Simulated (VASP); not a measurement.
## In: single point with PBE

In, a slab with vacuum:

```
In
1.0
     3.33927    0.00000    0.00000
    -1.66964    2.89190    0.00000
     0.00000    0.00000   28.67333
In
6
Direct
  0.66667 0.33333 0.26157
  0.00000 0.00000 0.35658
  0.66667 0.33333 0.45219
  0.33333 0.66667 0.54781
  0.66667 0.33333 0.64282
  0.33333 0.66667 0.73843
```

| Property | Result |
| --- | --- |
| Program | VASP 6.6.1 |
| Task | single point |
| Functional | PBE |
| Potentials or basis | VASP PAW PBE potentials, release 64 (In_d) |
| Cutoff | 520 eV |
| k mesh | 9 × 9 × 1 |
| Occupations | fermi-dirac, width 0.05 eV |
| Spin | no spin polarisation |
| Dipole correction | no |
| Further INCAR settings | ALGO = Normal; EDIFF = 1e-06; NBANDS = 48 |

| Item | Value |
| --- | --- |
| Largest force | 0.133 eV/Å |
| Band gap on the k mesh | zero (bands 39 and 40 overlap by 2.71 eV) |

Forces on the atoms (eV/Å):
```
In   0.000  0.000 -0.133
In   0.000  0.000  0.011
In   0.000  0.000 -0.051
In   0.000  0.000  0.062
In   0.000  0.000 -0.020
In   0.000  0.000  0.132
```

Levels at points of the mesh, in eV from the Fermi level:
```tsv
k point	band 36	band 37	band 38	band 39	band 40	band 41
(0.00, 0.00, 0.00)	-5.07	-2.77	-1.20	0.65	2.41	3.34
```

Wall time 7.6 min on 1 thread of Intel(R) Xeon(R) Platinum 8259CL CPU @ 2.50GHz (Skylake/Cascade Lake), on a shared host, peak memory 0.45 GiB.

Caveat: spin-orbit coupling is left out, which moves the levels of the heavy elements.
